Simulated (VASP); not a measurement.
Here is a VASP 6.6.1 calculation.

File INCAR:

```
  PREC = Accurate
  ENCUT = 520
  EDIFF = 1E-7
  ISMEAR = 0
  SIGMA = 0.15
  LREAL = F
  LASPH = T
  NELM = 60
  ALGO = Normal
  ISIF = 2
  LWAVE = F
  LCHARG = F
  NBANDS = 12
```

KPOINTS

```
Automatic mesh
0
Gamma
  22 22 22
```

POSCAR

```
Cu
1.0
   -1.4095500000      1.4095500000      1.4081500000
    1.4095500000     -1.4095500000      1.4081500000
    1.4095500000      1.4095500000     -1.4081500000
Cu
1
Direct
    0.0000000000      0.0000000000      0.0000000000
```

Potentials or basis: VASP PAW LDA potentials, release 64 (Cu).

Launch:

```bash
$ cat potpaw_LDA.64/Cu/POTCAR > POTCAR
$ mpirun -np 1 vasp_std > vasp.out
```

Q: Estimate the pressure.

A: -3.4 GPa.
